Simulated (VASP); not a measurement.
# C (P2_1) in VASP: a series of runs

The runs below take C through single point, with r2SCAN.

All numbers are computed with VASP 6.6.1; they aren't measurements. Logs are shortened: lines on timing, memory, paths and dates and some standing lists are left out, and cuts for length are marked.

**1. The cell of the first run**

The structure is monoclinic, space group P2_1 (No. 4). The conventional cell has a = 2.510 Å, b = 8.280 Å, c = 2.510 Å, α = 90.00°, β = 120.00°, γ = 90.00°. C (site symmetry 1) has 4 C at 1.51 to 1.57 Å within 2.0 Å. C (site symmetry 1) has 4 C at 1.51 to 1.56 Å within 2.0 Å. C (site symmetry 1) has 4 C at 1.51 to 1.60 Å within 2.0 Å. C (site symmetry 1) has 4 C at 1.51 to 1.60 Å within 2.0 Å.

**2. Single point, r2SCAN (atoms displaced along a vibrational mode)**

POSCAR reads:

```
C
1.0
    2.5098396852      0.0000000000      0.0000000000
   -1.2549198426      2.1735849268      0.0000000000
    0.0000000000      0.0000000000      8.2803246248
C
8
Direct
    0.0888785908      0.0650636442      0.0929334757
   -0.0888785908     -0.0650636442      0.5929334757
   -0.0888785908     -0.0650636442      0.4070665243
    0.0888785908      0.0650636442      0.9070665243
    0.4058935043      0.7197843984      0.1554962089
    0.5941064957      0.2802156016      0.6554962089
    0.2607731623      0.6135489349      0.3445037911
    0.7392268377      0.3864510651      0.8445037911
```

INCAR.step1 reads:

```
PREC = Accurate ; ENCUT = 520
ISMEAR = 0 ; SIGMA = 0.05
LREAL = F ; LASPH = T
NELM = 80 ; NBANDS = 26
GGA = PE ; ALGO = Normal
EDIFF = 1E-4 ; LWAVE = T
LCHARG = F
```

INCAR.step2 reads:

```
PREC = Accurate ; ENCUT = 520
EDIFF = 1E-6 ; ISMEAR = 0
SIGMA = 0.05 ; LREAL = F
LASPH = T ; NELM = 80
ALGO = Normal ; ISIF = 2
LWAVE = F ; LCHARG = F
METAGGA = R2SCAN ; LMIXTAU = T
NBANDS = 26 ; ISTART = 1
```

KPOINTS reads:

```
Automatic mesh
0
Gamma
  12 12 4
```

Potentials or basis: VASP PAW PBE potentials, release 64 (C).

The run is started by

```console
cat potpaw_PBE.64/C/POTCAR > POTCAR
cp INCAR.step1 INCAR
mpirun -np 1 vasp_std > vasp.out
cp INCAR.step2 INCAR
mpirun -np 1 vasp_std > vasp.out
```

OUTCAR:

```text
PREC = Accurate
   ENCUT = 520
   EDIFF = 1E-6
   ISMEAR = 0
   LREAL = F
   LASPH = T
   NELM = 80
   ISIF = 2
   METAGGA = R2SCAN
   ISTART = 1

 ion  position               nearest neighbor table
   1  0.089  0.065  0.093-   5 1.51   5 1.53   4 1.54   5 1.57
   2  0.911  0.935  0.593-   6 1.51   6 1.53   3 1.54   6 1.57
   3  0.911  0.935  0.407-   7 1.51   2 1.54   7 1.55   7 1.56
   4  0.089  0.065  0.907-   8 1.51   1 1.54   8 1.55   8 1.56
   5  0.406  0.720  0.155-   1 1.51   1 1.53   1 1.57   7 1.60
   6  0.594  0.280  0.655-   2 1.51   2 1.53   2 1.57   8 1.60
   7  0.261  0.614  0.345-   3 1.51   3 1.55   3 1.56   5 1.60
   8  0.739  0.386  0.845-   4 1.51   4 1.55   4 1.56   6 1.60

  LATTYP: Found a hexagonal cell.
 ALAT       =     2.5098396852
 C/A-ratio  =     3.2991448313

  Lattice vectors:

 A1 = (   2.5098396852,   0.0000000000,   0.0000000000)
 A2 = (  -1.2549198426,   2.1735849268,   0.0000000000)
 A3 = (   0.0000000000,   0.0000000000,   8.2803246248)

Analysis of symmetry for initial positions (statically):
=====================================================================
 Subroutine PRICEL returns:
 Original cell was already a primitive cell.

 Routine SETGRP: Setting up the symmetry group for a
 hexagonal supercell.

 Subroutine GETGRP returns: Found  2 space group operations
 (whereof  1 operations were pure point group operations)
 out of a pool of 24 trial point group operations.

The static configuration has the point symmetry C_1 .
 The point group associated with its full space group is C_2 .

Analysis of symmetry for dynamics (positions and initial velocities):
=====================================================================
 Subroutine PRICEL returns:
 Original cell was already a primitive cell.

 Routine SETGRP: Setting up the symmetry group for a
 hexagonal supercell.

 Subroutine GETGRP returns: Found  2 space group operations
 (whereof  1 operations were pure point group operations)
 out of a pool of 24 trial point group operations.

The dynamic configuration has the point symmetry C_1 .
 The point group associated with its full space group is C_2 .

 Subroutine INISYM returns: Found  2 space group operations
 (whereof  1 operations are pure point group operations),
 and found     1 'primitive' translations

----------------------------------------------------------------------------------------

                                     Primitive cell

  volume of cell :      45.1721

  direct lattice vectors                    reciprocal lattice vectors
     2.509839685  0.000000000  0.000000000     0.398431823  0.230034720  0.000000000
    -1.254919843  2.173584927  0.000000000     0.000000000  0.460069440  0.000000000
     0.000000000  0.000000000  8.280324625     0.000000000  0.000000000  0.120768212

  length of vectors
     2.509839685  2.509839685  8.280324625     0.460069440  0.460069440  0.120768212

  position of ions in fractional coordinates (direct lattice)
     0.088878591  0.065063644  0.092933476
     0.911121409  0.934936356  0.592933476
     0.911121409  0.934936356  0.407066524
     0.088878591  0.065063644  0.907066524
     0.405893504  0.719784398  0.155496209
     0.594106496  0.280215602  0.655496209
     0.260773162  0.613548935  0.344503791
     0.739226838  0.386451065  0.844503791

  ion indices of the primitive-cell ions
   primitive index   ion index
                 1           1
                 2           2
                 3           3
                 4           4
                 5           5
                 6           6
                 7           7
                 8           8

----------------------------------------------------------------------------------------

 KPOINTS: Automatic mesh

Automatic generation of k-mesh.
 Grid dimensions read from file:
 generate k-points for:   12   12    4

 Generating k-lattice:

  Cartesian coordinates                     Fractional coordinates (reciprocal lattice)
     0.033202652  0.019169560  0.000000000     0.083333333 -0.000000000  0.000000000
     0.000000000  0.038339120  0.000000000     0.000000000  0.083333333  0.000000000
     0.000000000  0.000000000  0.030192053     0.000000000  0.000000000  0.250000000

  Length of vectors
     0.038339120  0.038339120  0.030192053

  Shift w.r.t. Gamma in fractional coordinates (k-lattice)
     0.000000000  0.000000000  0.000000000

 Subroutine IBZKPT returns following result:
 ===========================================

 Found    222 irreducible k-points:

 Following reciprocal coordinates:
            Coordinates               Weight
  0.000000  0.000000  0.000000      1.000000
  0.083333 -0.000000  0.000000      2.000000
  0.000000  0.083333  0.000000      2.000000
 -0.083333  0.083333  0.000000      2.000000
  0.166667 -0.000000  0.000000      2.000000
  0.000000  0.166667  0.000000      2.000000
[... 16 lines left out ...]
  0.166667  0.083333  0.000000      2.000000
 -0.083333  0.250000  0.000000      2.000000
 [... further k-points ...]
   k-points           NKPTS =    222   k-points in BZ     NKDIM =    222   number of bands    NBANDS=     26
   number of dos      NEDOS =    301   number of ions     NIONS =      8
   total plane-waves  NPLWV =  25600
   dimension x,y,z NGX =    20 NGY =   20 NGZ =   64
   dimension x,y,z NGXF=    40 NGYF=   40 NGZF=  128
   ions per type =               8
   NGX,Y,Z   is equivalent  to a cutoff of  13.25, 13.25, 12.85 a.u.
   NGXF,Y,Z  is equivalent  to a cutoff of  26.50, 26.50, 25.70 a.u.
 SYSTEM =  unknown system
   PREC   = accura    normal or accurate (medium, high low for compatibility)
   ISTART =      1    job   : 0-new  1-cont  2-samecut
   ICHARG =      0    charge: 1-file 2-atom 10-const
   ISPIN  =      1    spin polarized calculation?
   LNONCOLLINEAR =      F non collinear calculations
   LSORBIT =      F    spin-orbit coupling
   LASPH  =      T    aspherical Exc in radial PAW
   ENCUT  =  520.0 eV  38.22 Ry    6.18 a.u.   4.67  4.67 15.40*2*pi/ulx,y,z
   NELM   =     80;   NELMIN=  2; NELMDL=  0     # of ELM steps
   EDIFF  = 0.1E-05   stopping-criterion for ELM
   LREAL  =      F    real-space projection
   EDIFFG = 0.1E-04   stopping-criterion for IOM
   NSW    =      0    number of steps for IOM
   IBRION =     -1    ionic relax: 0-MD 1-quasi-New 2-CG
   NFREE  =      0    steps in history (QN), initial steepest desc. (CG)
   ISIF   =      2    stress and relaxation
   ISYM   =      2    0-nonsym 1-usesym 2-fastsym
   POTIM  = 0.5000    time-step for ionic-motion
   TEBEG  =    0.0;   TEEND  =   0.0 temperature during run
   PSTRESS=    0.0 pullay stress
   NELECT =      32.0000    total number of electrons
   NUPDOWN=      -1.0000    fix difference up-down
   EMIN   =  10.00;   EMAX   =-10.00  energy-range for DOS
   EFERMI =   0.00;   METHOD = LEGACY
   ISMEAR =     0;   SIGMA  =   0.05  broadening in eV -4-tet -1-fermi 0-gaus
   EFERMI_NEDOS =   21; number of points for ismear=-14 and -15
   IALGO  =     38    algorithm
   IMIX   =      4    mixing-type and parameters
     AMIX     =   0.40;   BMIX     =  1.00
     AMIX_MAG =   1.60;   BMIX_MAG =  1.00
  volume/ion in A,a.u.               =       5.65        38.10
  Fermi-wavevector in a.u.,A,eV,Ry     =   1.459379  2.757827 28.977523  2.129788
  Thomas-Fermi vector in A             =   2.575953
   LORBIT       =      0    0 simple, 1 ext, 2 COOP (PROOUT), +10 PAW based schemes
   METAGGA = R2SCAN    functional components
   LHFCALC =     F    Hartree Fock is set to
   AEXX    =    0.0000 exact exchange contribution
   IVDW    =     0    specifies the selected vdW correction
   LEPSILON=     F    determine dielectric tensor
   LRPA    =     F    only Hartree local field effects (RPA)
 non-spin polarized calculation
 Gauss-broadening in eV      SIGMA  =   0.05
  energy-cutoff  :      520.00
  volume of cell :       45.17
 maximum number of plane-waves:      1236
   NGX =  9   NGY =  9   NGZ = 31

 number of electron      31.9999999 magnetization

 Free energy of the ion-electron system (eV)
  ---------------------------------------------------
  ext. energy  EPLUGINS =         0.00000000
  ---------------------------------------------------
  free energy    TOTEN  =       -77.60087470 eV

  energy without entropy =      -77.60087470  energy(sigma->0) =      -77.60087470

 E-fermi :  10.2617     XC(G=0): -14.2935

 val. band max:       10.0385657740   @ k =   0.0000   0.0000   0.0000
 cond. band min:      14.4688003603   @ k =   0.4167  -0.0000   0.0000
 fundamental gap:      4.4302345862
 Fermi energy:        10.2616629888

 k-point     1 :       0.0000    0.0000    0.0000
  band No.  band energies     occupation
      1     -12.9846      2.00000
      2     -11.2875      2.00000
      3     -11.1306      2.00000
      4      -7.1489      2.00000
      5      -4.2334      2.00000
      6       2.5844      2.00000
[... 18 lines left out ...]
     25      18.4980      0.00000
     26      19.1404      0.00000

 k-point     2 :       0.0833   -0.0000    0.0000
  band No.  band energies     occupation
      1     -12.8044      2.00000
      2     -11.1103      2.00000
      3     -10.9537      2.00000
      4      -6.9869      2.00000
      5      -4.0680      2.00000
      6       2.6716      2.00000
[... 18 lines left out ...]
     25      19.0239      0.00000
     26      19.4342      0.00000

 k-point     3 :       0.0000    0.0833    0.0000
  band No.  band energies     occupation
      1     -12.8045      2.00000
      2     -11.1103      2.00000
      3     -10.9537      2.00000
      4      -6.9868      2.00000
      5      -4.0685      2.00000
      6       2.6715      2.00000
[... 18 lines left out ...]
     25      19.0983      0.00000
     26      19.5567      0.00000

 k-point     4 :      -0.0833    0.0833    0.0000
  band No.  band energies     occupation
      1     -12.8045      2.00000
      2     -11.1102      2.00000
      3     -10.9539      2.00000
      4      -6.9867      2.00000
      5      -4.0690      2.00000
      6       2.6717      2.00000
[... 18 lines left out ...]
     25      19.1289      0.00000
     26      19.6054      0.00000

 k-point     5 :       0.1667   -0.0000    0.0000
  band No.  band energies     occupation
      1     -12.2659      2.00000
      2     -10.5810      2.00000
      3     -10.4251      2.00000
      4      -6.5030      2.00000
      5      -3.5855      2.00000
      6       2.8383      2.00000
[... 18 lines left out ...]
     25      20.1045      0.00000
     26      20.7904      0.00000

 k-point     6 :       0.0000    0.1667    0.0000
  band No.  band energies     occupation
      1     -12.2661      2.00000
      2     -10.5808      2.00000
      3     -10.4256      2.00000
      4      -6.5025      2.00000
      5      -3.5875      2.00000
      6       2.8406      2.00000
[... 427 lines left out ...]
 k-point    21 :      -0.0833    0.1667    0.0000
  band No.  band energies     occupation
      1     -12.4453      2.00000
      2     -10.7568      2.00000
      3     -10.6015      2.00000
      4      -6.6632      2.00000
      5      -3.7466      2.00000
      6       2.8104      2.00000
[... 18 lines left out ...]
     25      19.6487      0.00000
     26      19.8302      0.00000

 k-point    22 :      -0.1667    0.0833    0.0000
  band No.  band energies     occupation
      1     -12.4452      2.00000
      2     -10.7569      2.00000
      3     -10.6012      2.00000
      4      -6.6635      2.00000
      5      -3.7452      2.00000
      6       2.8104      2.00000
[... 18 lines left out ...]
     25      19.7884      0.00000
     26      19.8250      0.00000

 k-point    23 :       0.1667    0.0833    0.0000
  band No.  band energies     occupation
      1     -11.7307      2.00000
      2     -10.0558      2.00000
      3      -9.9007      2.00000
      4      -6.0236      2.00000
      5      -3.1305      2.00000
      6       2.3687      2.00000
[... 18 lines left out ...]
     25      20.7121      0.00000
     26      21.3283      0.00000

 k-point    24 :      -0.0833    0.2500    0.0000
  band No.  band energies     occupation
      1     -11.7313      2.00000
      2     -10.0553      2.00000
      3      -9.9023      2.00000
      4      -6.0220      2.00000
      5      -3.1377      2.00000
      6       2.3887      2.00000
[... 18 lines left out ...]
     25      20.4248      0.00000
     26      21.1785      0.00000

 [... further k-points ...]

------------------------ aborting loop because EDIFF is reached ----------------------------------------

  FORCE on cell =-STRESS in cart. coord.  units (eV):
  Direction    XX          YY          ZZ          XY          YZ          ZX
  --------------------------------------------------------------------------------------
  -------------------------------------------------------------------------------------
  Total        0.1686145      0.2057706      1.1292612     -0.7557455      0.0000000      0.0000000
  in kB        5.9804739      7.2983377     40.0529971    -26.8050226      0.0000000      0.0000000
  external PRESSURE =      17.7772695 kB  Pullay stress =       0.0000000 kB

 VOLUME and BASIS-vectors are now :
 -----------------------------------------------------------------------------
  energy-cutoff  :      520.00
  volume of cell :       45.17
      direct lattice vectors                 reciprocal lattice vectors
     2.509839685  0.000000000  0.000000000     0.398431823  0.230034720  0.000000000
    -1.254919843  2.173584927  0.000000000     0.000000000  0.460069440  0.000000000
     0.000000000  0.000000000  8.280324625     0.000000000  0.000000000  0.120768212

 POSITION                                       TOTAL-FORCE (eV/Angst)
 -----------------------------------------------------------------------------------
      0.14142      0.14142      0.76952        -0.901970     -1.019492      0.006401
      1.11350      2.03216      4.90968         0.901970      1.019492      0.006401
      1.11350      2.03216      3.37064         1.138652      1.021697      0.007745
      0.14142      0.14142      7.51081        -1.138652     -1.021697      0.007745
      0.11546      1.56451      1.28756        -0.957503     -0.795856      0.014370
      1.13946      0.60907      5.42772         0.957503      0.795856      0.014370
     -0.11546      1.33360      2.85260         0.631801      0.795440     -0.028516
      1.37038      0.83998      6.99277        -0.631801     -0.795440     -0.028516
 -----------------------------------------------------------------------------------
    total drift:                               -0.000000      0.000000      0.000256

  FREE ENERGIE OF THE ION-ELECTRON SYSTEM (eV)
  ---------------------------------------------------
  free  energy   TOTEN  =       -77.6008747041 eV

  energy  without entropy=      -77.6008747041  energy(sigma->0) =      -77.60087470
```

Run time: 10 min. Hardware: 1 thread of Intel Xeon Platinum 8488C (Sapphire Rapids), shared host; peak memory 0.29 GiB.

Results:

```
Free energy            : -77.6009 eV
Pressure               : 1.8 GPa
Largest force          : 1.530 eV/Å
Band gap on the k mesh : 4.43 eV (least direct gap 5.44 eV)
```

Forces in eV/Å, atoms in the order of the input:
```
C   -0.902 -1.019  0.006
C    0.902  1.019  0.006
C    1.139  1.022  0.008
C   -1.139 -1.022  0.008
C   -0.958 -0.796  0.014
C    0.958  0.796  0.014
C    0.632  0.795 -0.029
C   -0.632 -0.795 -0.029
```

Caveat: the cell differs from its parent crystal (atoms displaced along a vibrational mode); the PAW data sets were made with another functional, which shifts forces and pressure a little. A k mesh can miss the band edges.

**3. Single point, r2SCAN (atoms displaced along a vibrational mode)**

POSCAR reads:

```
C
1.0
    2.5098396852      0.0000000000      0.0000000000
   -1.2549198426      2.1735849268      0.0000000000
    0.0000000000      0.0000000000      8.2803246248
C
8
Direct
   -0.0666589431     -0.0487977331      0.0929334757
    0.0666589431      0.0487977331      0.5929334757
    0.0666589431      0.0487977331      0.4070665243
   -0.0666589431     -0.0487977331      0.9070665243
    0.2789132051      0.6268283678      0.1554962089
    0.7210867949      0.3731716322      0.6554962089
    0.3877534616      0.7065049655      0.3445037911
    0.6122465384      0.2934950345      0.8445037911
```

INCAR.step1 reads:

```
PREC     = Accurate       # precision mode
ENCUT    = 520            # plane-wave cutoff, eV
ISMEAR   = 0              # smearing method
SIGMA    = 0.05           # smearing width, eV
LREAL    = False          # projectors in reciprocal space
LASPH    = True           # aspherical terms in the spheres
NELM     = 60             # most SCF steps
NBANDS   = 26             # bands
GGA      = PE             # functional
ALGO     = Normal         # electronic algorithm
EDIFF    = 1E-4           # SCF threshold, eV
LWAVE    = True           # write WAVECAR
LCHARG   = False          # write CHGCAR
```

INCAR.step2 reads:

```
PREC     = Accurate       # precision mode
ENCUT    = 520            # plane-wave cutoff, eV
EDIFF    = 1E-7           # SCF threshold, eV
ISMEAR   = 0              # smearing method
SIGMA    = 0.05           # smearing width, eV
LREAL    = False          # projectors in reciprocal space
LASPH    = True           # aspherical terms in the spheres
NELM     = 60             # most SCF steps
ALGO     = Normal         # electronic algorithm
ISIF     = 2              # what is computed and relaxed
LWAVE    = False          # write WAVECAR
LCHARG   = True           # write CHGCAR
METAGGA  = R2SCAN         # meta-GGA
LMIXTAU  = True         
LELF     = True           # ELF
LVHAR    = True         
NBANDS   = 26             # bands
ISTART   = 1
```

KPOINTS reads:

```
regular mesh
0
Gamma
  12 12 4
```

Potentials or basis: VASP PAW PBE potentials, release 64 (C).

The run is started by

```console
cat potpaw_PBE.64/C/POTCAR > POTCAR
cp INCAR.step1 INCAR
mpirun -np 1 vasp_std > vasp.out
cp INCAR.step2 INCAR
mpirun -np 1 vasp_std > vasp.out
```

Wall time 11 min (1 thread of Intel Xeon Platinum 8488C (Sapphire Rapids), shared host); peak memory 0.29 GiB.

Results (log left out):

| Quantity | Value |
| --- | --- |
| Free energy | -78.0143 eV |
| Pressure | 1.4 GPa |
| Largest force | 1.129 eV/Å |
| Band gap on the k mesh | 4.69 eV (least direct gap 5.58 eV) |

Forces on the atoms (eV/Å):
```
C    0.831  0.763 -0.002
C   -0.831 -0.763 -0.002
C   -0.694 -0.762 -0.004
C    0.694  0.762 -0.004
C    0.507  0.601  0.035
C   -0.507 -0.601  0.035
C   -0.694 -0.601 -0.029
C    0.694  0.601 -0.029
```

Stress tensor (GPa, compression positive):
```
 0.85 -1.53  0.00
-1.53  0.90  0.00
 0.00  0.00  2.54
```

Levels at points of the mesh, in eV from the valence-band top:
| k point | band 14 | band 15 | band 16 | band 17 | band 18 | band 19 |
| --- | --- | --- | --- | --- | --- | --- |
| (0.00, 0.00, 0.00) | -0.16 | -0.02 | 0.00 | 5.58 | 5.60 | 5.65 |
| (0.50, 0.00, 0.00) | -4.66 | -3.72 | -3.17 | 4.83 | 5.26 | 6.27 |
| (0.00, 0.50, 0.00) | -4.80 | -3.69 | -3.23 | 4.96 | 5.51 | 6.37 |
| (0.50, 0.50, 0.00) | -4.95 | -3.67 | -3.30 | 5.09 | 5.82 | 6.15 |
| (0.00, 0.00, 0.50) | -0.72 | -0.65 | -0.65 | 6.34 | 6.34 | 6.37 |
| (0.50, 0.00, 0.50) | -4.79 | -3.89 | -3.89 | 5.16 | 5.16 | 6.64 |
| (0.00, 0.50, 0.50) | -4.90 | -3.88 | -3.88 | 5.29 | 5.29 | 6.94 |
| (0.50, 0.50, 0.50) | -4.99 | -3.88 | -3.88 | 5.41 | 5.41 | 7.30 |

Caveat: the cell differs from its parent crystal (atoms displaced along a vibrational mode); the PAW data sets were made with another functional, which shifts forces and pressure a little. A k mesh can miss the band edges.
